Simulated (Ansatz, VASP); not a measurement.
One calculation of Ge4F, two programs

```
Ge F
1.0
     4.03036    0.00000    0.00000
     0.00000    4.03036    0.00000
     0.00000    0.00000   21.64166
Ge F
4 1
Direct
  0.00000 0.50000 0.18483
  0.00000 0.00000 0.25067
  0.50000 0.00000 0.31966
  0.50000 0.50000 0.38544
  0.62500 0.75000 0.53793
```

Alike in both runs: task single point; functional PBE; dispersion D3(BJ); k mesh 7 × 7 × 1; occupations gaussian, width 0.1 eV; no spin polarisation.

```csv
,VASP,Ansatz
version,VASP 6.6.1,Ansatz 0.2.0
potentials or method,"VASP PAW PBE potentials, release 64 (Ge_d, F), cutoff 520 eV","scalar-relativistic, plane waves, PAW"
valence electrons in the cell,63,63
```

```tsv
	VASP	Ansatz	Ansatz less VASP
gap on the k mesh at the Fermi level (eV)	none	none	-
rms of the force components (eV/Å)	0.269	0.269	+0.0003
work function, face that differs most (eV)	10.48	10.48	+0.004
```

Atom by atom the forces differ by 0.002 eV/Å (rms over components). A gap of «none» marks a metal or a gap that the smearing closes.
